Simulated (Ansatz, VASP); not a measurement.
# B3Pd in VASP and in Ansatz

```
B Pd
1.0
     0.00000    2.62220    2.62220
     2.62220    0.00000    2.62220
     2.62220    2.62220    0.00000
B Pd
3 1
Direct
  0.25000 0.25000 0.25000
  0.75000 0.75000 0.75000
  0.50000 0.50000 0.50000
  0.00000 0.00000 0.00000
```

Alike in both runs: functional PBE; k mesh 6 × 6 × 6; occupations gaussian, width 0.2 eV; no spin polarisation.

Ansatz relaxed the structure, and its values are those at the end. VASP's run is a single point on that final structure, the one shown.

|  | VASP | Ansatz |
| --- | --- | --- |
| version | VASP 6.6.1 | Ansatz 0.2.0 |
| potentials or method | VASP PAW PBE potentials, release 64 (B, Pd), cutoff 500 eV | scalar-relativistic, plane waves, PAW |
| valence electrons in the cell | 19 | 27 |

|  | VASP | Ansatz | Ansatz less VASP |
| --- | --- | --- | --- |
| gap on the k mesh at the Fermi level (eV) | none | none | - |
| pressure (GPa) | -0.4 | -0.4 | 0.00 |

A gap of «none» marks a metal or a gap that the smearing closes. The functional is the same, so the differences come from potentials, cutoffs and numerics. VASP's potentials hold 19 valence electrons a cell and Ansatz's 27, so a difference there can come from the potentials and not from the codes.
